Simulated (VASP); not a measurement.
# BeS (F-43m) in VASP: further runs, part 2 of 2

VASP 6.6.1.

### 3 Relaxation of cell and atoms, PBEsol-based global hybrid

POSCAR reads:

```
BeS
1.0
    0.0000000000      2.4250000000      2.4250000000
    2.4250000000      0.0000000000      2.4250000000
    2.4250000000      2.4250000000      0.0000000000
S Be
1 1
Direct
    0.7500000000      0.7500000000      0.7500000000
    0.0000000000      0.0000000000      0.0000000000
```

INCAR.step1 reads:

```
PREC = Accurate ; ENCUT = 600
EDIFF = 1E-5 ; ISMEAR = -1
SIGMA = 0.05 ; LREAL = False
LASPH = True ; NELM = 60
ALGO = Normal ; LWAVE = True
LCHARG = False ; GGA = PE
NBANDS = 11
```

INCAR.step2 reads:

```
PREC = Accurate ; ENCUT = 600
EDIFF = 1E-7 ; ISMEAR = -1
SIGMA = 0.05 ; LREAL = False
LASPH = True ; NELM = 60
ALGO = Normal ; ISIF = 3
LWAVE = False ; LCHARG = False
GGA = PS ; LHFCALC = True
AEXX = 0.25 ; PRECFOCK = Normal
IBRION = 2 ; NSW = 60
EDIFFG = -0.01 ; ISTART = 1
```

KPOINTS reads:

```
Automatic mesh
0
Gamma
  5 5 5
```

Potentials or basis: VASP PAW PBE potentials, release 64 (S, Be).

Started as:

```sh
> cat potpaw_PBE.64/S/POTCAR potpaw_PBE.64/Be/POTCAR > POTCAR
> cp INCAR.step1 INCAR
> mpirun -np 1 vasp_std > vasp.out
> cp INCAR.step2 INCAR
> mpirun -np 1 vasp_std > vasp.out
```

OUTCAR:

```text
PREC = Accurate
   ENCUT = 600
   EDIFF = 1E-7
   ISMEAR = -1
   LREAL = False
   LASPH = True
   NELM = 60
   ISIF = 3
   GGA = PS
   LHFCALC = True
   AEXX = 0.25
   PRECFOCK = Normal
   IBRION = 2
   NSW = 60
   EDIFFG = -0.01
   ISTART = 1

 ion  position               nearest neighbor table
   1  0.750  0.750  0.750-   2 2.10   2 2.10   2 2.10   2 2.10
   2  0.000  0.000  0.000-   1 2.10   1 2.10   1 2.10   1 2.10

  LATTYP: Found a face centered cubic cell.
 ALAT       =     4.8500000000

  Lattice vectors:

 A1 = (   0.0000000000,   2.4250000000,   2.4250000000)
 A2 = (   2.4250000000,   0.0000000000,   2.4250000000)
 A3 = (   2.4250000000,   2.4250000000,   0.0000000000)

[... 173 lines left out ...]
  --------------------------------------------------------------------------------------
  -------------------------------------------------------------------------------------
  Total       -0.2320904     -0.2320904     -0.2320904     -0.0000000      0.0000000      0.0000000
  in kB      -13.0377442    -13.0377442    -13.0377442     -0.0000000      0.0000000      0.0000000
  external PRESSURE =     -13.0377442 kB  Pullay stress =       0.0000000 kB
[... 59 lines left out ...]
--------------------------------------- Ionic step        3  -------------------------------------------

 number of electron       8.0000000 magnetization

 Free energy of the ion-electron system (eV)
  ---------------------------------------------------
  ext. energy  EPLUGINS =         0.00000000
  ---------------------------------------------------
  free energy    TOTEN  =       -12.39685176 eV

  energy without entropy =      -12.39685176  energy(sigma->0) =      -12.39685176

 E-fermi :   4.2516     XC(G=0):  -7.8588

 val. band max:        3.2435321064   @ k =   0.0000   0.0000   0.0000
 cond. band min:       8.2023525875   @ k =   0.4000   0.4000   0.0000
 fundamental gap:      4.9588204811
 Fermi energy:         4.2516127566

 k-point     1 :       0.0000    0.0000    0.0000
  band No.  band energies     occupation
      1     -12.0050      2.00000
      2       3.2435      2.00000
      3       3.2435      2.00000
      4       3.2435      2.00000
      5      10.8208      0.00000
      6      10.8208      0.00000
      7      10.8208      0.00000
      8      11.0328      0.00000
[... 126 lines left out ...]
  FREE ENERGIE OF THE ION-ELECTRON SYSTEM (eV)
  ---------------------------------------------------
  free  energy   TOTEN  =       -12.3968517587 eV

  energy  without entropy=      -12.3968517586  energy(sigma->0) =      -12.39685176

 reached required accuracy - stopping structural energy minimisation
```

OUTCAR.step1:

```text
PREC = Accurate
   ENCUT = 600
   EDIFF = 1E-5
   ISMEAR = -1
   LREAL = False
[... 343 lines left out ...]
      3.63750      3.63750      3.63750         0.000000      0.000000     -0.000000
      0.00000      0.00000      0.00000        -0.000000     -0.000000      0.000000
 -----------------------------------------------------------------------------------
    total drift:                               -0.000000     -0.000000     -0.000000

  FREE ENERGIE OF THE ION-ELECTRON SYSTEM (eV)
  ---------------------------------------------------
  free  energy   TOTEN  =        -9.9997421298 eV

  energy  without entropy=       -9.9997421298  energy(sigma->0) =       -9.99974213
```

Wall time 8.1 min (1 thread of Intel Xeon Platinum 8259CL at 2.50GHz (Skylake/Cascade Lake), shared host); peak memory 0.16 GiB.

What came out:

| Property | Result |
| --- | --- |
| Free energy | -12.3969 eV |
| Relaxed volume | 14.08 Å³/atom |
| Relaxed cell | a = 3.415 Å, b = 3.415 Å, c = 3.415 Å, α = 60.00°, β = 60.00°, γ = 60.00° |
| Space group after relaxing (to 0.05 Å) | F-43m (No. 216) |
| Energy gained by relaxing | 0.8 meV/atom |
| Ionic steps | 3 |
| Pressure after relaxing | 0.0 GPa |
| Band gap on the k mesh | 4.96 eV, indirect (least direct gap 7.58 eV) |

Step by step:
```tsv
step	energy change (eV)	largest force (eV/Å)	pressure (GPa)	volume (Å³)
1	0.0000	0.0000	-1.30	28.52
2	-0.0014	0.0000	0.39	28.04
3	-0.0015	0.0000	0.00	28.15
```

Final structure:
```
S Be
1.0
     0.00000    2.41446    2.41446
     2.41446    0.00000    2.41446
     2.41446    2.41446    0.00000
S Be
1 1
Cartesian
  3.6217 3.6217 3.6217
  0.0000 0.0000 0.0000
```

Levels at points of the mesh, in eV from the valence-band top:
```tsv
k point	band 1	band 2	band 3	band 4	band 5	band 6	band 7	band 8
(0.00, 0.00, 0.00)	-15.25	0.00	0.00	0.00	7.58	7.58	7.58	7.79
```

Caveat: the k points lie up to 0.45 Å⁻¹ apart in the final cell; the PAW data sets were made with another functional, which shifts forces and pressure a little. A k mesh can miss the band edges.

### 4 Relaxation of cell and atoms, B3LYP

POSCAR is that of step 3.

INCAR.step1 reads:

```
SYSTEM = BeS
PREC     = Accurate       ! precision mode
ENCUT    = 600            ! plane-wave cutoff, eV
EDIFF    = 1E-5           ! SCF threshold, eV
ISMEAR   = -1             ! smearing method
SIGMA    = 0.05           ! smearing width, eV
LREAL    = .False.        ! projectors in reciprocal space
LASPH    = .True.         ! aspherical terms in the spheres
NELM     = 100            ! most SCF steps
ALGO     = Normal         ! electronic algorithm
LWAVE    = .True.         ! write WAVECAR
LCHARG   = .False.        ! write CHGCAR
GGA      = PE             ! functional
NBANDS   = 11             ! bands
```

INCAR.step2 reads:

```
SYSTEM = BeS
PREC     = Accurate       ! precision mode
ENCUT    = 600            ! plane-wave cutoff, eV
EDIFF    = 1E-6           ! SCF threshold, eV
ISMEAR   = -1             ! smearing method
SIGMA    = 0.05           ! smearing width, eV
LREAL    = .False.        ! projectors in reciprocal space
LASPH    = .True.         ! aspherical terms in the spheres
NELM     = 100            ! most SCF steps
ALGO     = Normal         ! electronic algorithm
ISIF     = 3              ! what is computed and relaxed
LWAVE    = .False.        ! write WAVECAR
LCHARG   = .False.        ! write CHGCAR
GGA      = B3             ! functional
LHFCALC  = .True.         ! exact exchange
AEXX     = 0.2            ! exact-exchange fraction
AGGAX    = 0.72         
AGGAC    = 0.81         
ALDAC    = 0.19         
PRECFOCK = Normal       
IBRION   = 2              ! ionic algorithm
NSW      = 60             ! ionic steps
EDIFFG   = -0.01          ! ionic threshold
ISTART   = 1
```

KPOINTS reads:

```
Automatic mesh
0
Gamma
  5 5 5
  0 0 0
```

Started as:

```sh
> cat potpaw_PBE.64/S/POTCAR potpaw_PBE.64/Be/POTCAR > POTCAR
> cp INCAR.step1 INCAR
> mpirun -np 1 vasp_std > vasp.out
> cp INCAR.step2 INCAR
> mpirun -np 1 vasp_std > vasp.out
```

Run time: 6.9 min. Hardware: 1 thread of Intel Xeon Platinum 8259CL at 2.50GHz (Skylake/Cascade Lake), shared host; peak memory 0.16 GiB.

It converged, with:

```yaml
Free_energy: -10.9592 eV
Relaxed_volume: 14.65 Å³/atom
Relaxed_cell: a = 3.460 Å, b = 3.460 Å, c = 3.460 Å, α = 60.00°, β = 60.00°, γ = 60.00°
Space_group_after_relaxing_to_0.05_Å: F-43m (No. 216)
Energy_gained_by_relaxing: 3.1 meV/atom
Ionic_steps: 3
Pressure_after_relaxing: 0.0 GPa
Band_gap_on_the_k_mesh: 5.09 eV, indirect (least direct gap 7.37 eV)
```

The path:
| step | energy change (eV) | largest force (eV/Å) | pressure (GPa) | volume (Å³) |
| --- | --- | --- | --- | --- |
| 1 | 0.0000 | 0.0000 | 2.66 | 28.52 |
| 2 | -0.0058 | 0.0000 | -0.67 | 29.51 |
| 3 | -0.0062 | 0.0000 | 0.00 | 29.29 |

Final structure:
```yaml
crystal:
  lattice:
    - [0.00000, 2.44662, 2.44662]
    - [2.44662, 0.00000, 2.44662]
    - [2.44662, 2.44662, 0.00000]
  atoms:
    - { symbol: S, position: [0.75000, 0.75000, 0.75000] }
    - { symbol: Be, position: [0.00000, 0.00000, 0.00000] }
```

Levels at points of the mesh, in eV from the valence-band top:
| k point | band 2 | band 3 | band 4 | band 5 | band 6 | band 7 |
| --- | --- | --- | --- | --- | --- | --- |
| (0.00, 0.00, 0.00) | 0.00 | 0.00 | 0.00 | 7.37 | 7.37 | 7.37 |

Caveat: the k points lie up to 0.44 Å⁻¹ apart in the final cell; the PAW data sets were made with another functional, which shifts forces and pressure a little. Zero-point motion and thermal expansion aren't in these numbers.

### 5 The runs side by side

| level | share of exact exchange | gap on the mesh (eV) | pressure (GPa) | relaxed volume (Å³/atom) |
| --- | --- | --- | --- | --- |
| PBE0 | - | 5.11 | 0.0 | 14.29 |
| PBEsol-based global hybrid | 0.25 | 4.96 | 0.0 | 14.08 |
| B3LYP | - | 5.09 | 0.0 | 14.65 |

Alike in all rows: task relaxation of cell and atoms; potentials or basis VASP PAW PBE potentials, release 64 (S, Be); no spin polarisation; cell relaxed; k mesh 5 × 5 × 5; cutoff (eV) 600; smearing fermi-dirac 0.05 eV.

Caveats: all runs use coarse meshes; the PAW data sets were made with another functional, which shifts forces and pressure a little.

Absolute energies hang on the potentials; compare differences alone.
